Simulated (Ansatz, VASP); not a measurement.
**One calculation of Ta, two programs**

```
Ta
1.0
     2.88799    0.00000    0.00000
    -1.44399    2.50107    0.00000
     0.00000    0.00000    5.11811
Ta
2
Cartesian
  1.4439 1.2503 3.8386
  0.0000 1.2508 1.2796
```

Change from the starting cell: atom 2 moved 0.06 Å; relaxed back.

Alike in both runs: functional r2SCAN; k mesh 12 × 12 × 8; occupations gaussian, width 0.15 eV; no spin polarisation.

Ansatz relaxed the structure, and its values are those at the end. VASP's run is a single point on that final structure, the one shown.

|  | VASP | Ansatz |
| --- | --- | --- |
| version | VASP 6.6.1 | Ansatz 0.2.0 |
| potentials or method | VASP PAW PBE potentials, release 64 (Ta_pv), cutoff 520 eV | scalar-relativistic, plane waves, PAW |
| valence electrons in the cell | 22 | 26 |

|  | VASP | Ansatz | Ansatz less VASP |
| --- | --- | --- | --- |
| gap on the k mesh at the Fermi level (eV) | none | none | - |
| pressure (GPa) | -0.2 | -0.8 | -0.57 |

VASP's potentials were made for PBE, not for r2SCAN. A gap of «none» marks a metal or a gap that the smearing closes. The functional is the same, so the differences come from potentials, cutoffs and numerics. VASP's potentials hold 22 valence electrons a cell and Ansatz's 26, so a difference there can come from the potentials and not from the codes. Ansatz's warnings: stress scf threshold loose.

Spin-orbit coupling is off throughout.
